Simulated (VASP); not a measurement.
# Ba: relaxation of cell and atoms with PBE

Crystal: Ba.

```
CELL_PARAMETERS angstrom
-2.50500 2.50500 2.50500
2.50500 -2.50500 2.50500
2.50500 2.50500 -2.50500
ATOMIC_POSITIONS crystal
Ba 0.00000 0.00000 0.00000
```

| Item | Value |
| --- | --- |
| Program | VASP 6.6.1 |
| Task | relaxation of cell and atoms |
| Functional | PBE |
| Potentials or basis | VASP PAW PBE potentials, release 64 (Ba_sv) |
| Cutoff | 500 eV |
| k mesh | 12 × 12 × 12 |
| Occupations | methfessel-paxton, width 0.05 eV |
| Spin | no spin polarisation |
| Target pressure | 30 GPa |
| Dipole correction | no |
| Further INCAR settings | ALGO = Normal; EDIFF = 1e-07; IBRION = 2; EDIFFG = -0.01; NSW = 60; ISIF = 3 |

```json
{
 "Relaxed volume": "26.17 Å³/atom",
 "Relaxed cell": "a = 3.239 Å, b = 3.239 Å, c = 3.239 Å, α = 109.47°, β = 109.47°, γ = 109.47°",
 "Space group after relaxing (to 0.1 Å)": "Im-3m (No. 229)",
 "Energy change on relaxing (the run minimises the enthalpy)": "+1807.6 meV/atom",
 "Ionic steps": "18",
 "Pressure after relaxing": "30.1 GPa",
 "Band gap on the k mesh": "zero (bands 5 and 6 overlap by 5.77 eV)"
}
```

Step by step:
```csv
step,energy change (eV),largest force (eV/Å),pressure (GPa),volume (Å³)
1,0.0000,0.0000,0.12,62.88
2,116.0636,0.0000,7992.67,5.15
3,0.0132,0.0000,0.85,58.32
4,0.0419,0.0000,1.62,54.54
5,1.8812,0.0000,31.74,25.79
6,1.7633,0.0000,29.10,26.41
7,1.7645,0.0000,29.12,26.40
8,1.7680,0.0000,29.18,26.38
9,1.7680,0.0000,29.18,26.38
10,1.7681,0.0000,29.18,26.38
11,1.7682,0.0000,29.18,26.38
12,1.7685,0.0000,29.18,26.38
13,1.7691,0.0000,29.21,26.38
14,1.7704,0.0000,29.22,26.37
15,1.7728,0.0000,29.26,26.36
16,1.7778,0.0000,29.36,26.33
17,1.7876,0.0000,29.58,26.28
18,1.8076,0.0000,30.05,26.17
```

Final structure:
```
CELL_PARAMETERS angstrom
-1.87028 1.87028 1.87028
1.87028 -1.87028 1.87028
1.87028 1.87028 -1.87028
ATOMIC_POSITIONS crystal
Ba 0.00000 0.00000 0.00000
```

Levels at points of the mesh, in eV from the Fermi level:
| k point | band 2 | band 3 | band 4 | band 5 | band 6 | band 7 | band 8 | band 9 |
| --- | --- | --- | --- | --- | --- | --- | --- | --- |
| (0.00, 0.00, 0.00) | -11.69 | -11.69 | -11.69 | -1.41 | 2.38 | 2.38 | 2.38 | 5.45 |
| (0.50, 0.00, 0.00) | -16.26 | -13.08 | -11.86 | -2.12 | -0.41 | 6.41 | 7.01 | 8.47 |
| (0.50, 0.50, 0.50) | -14.67 | -14.67 | -14.67 | -3.23 | -3.23 | 10.16 | 11.18 | 11.18 |

It took 2.1 min on 1 thread of Intel(R) Xeon(R) 6975P-C (Granite Rapids), on a shared host, peak memory 0.28 GiB.

Caveat: the cell is relaxed towards a set pressure, so the run minimises the enthalpy, not the energy; the volume moved by over 15 % at a fixed basis, so the end points are rough; spin-orbit coupling is left out, which moves the levels of the heavy elements.
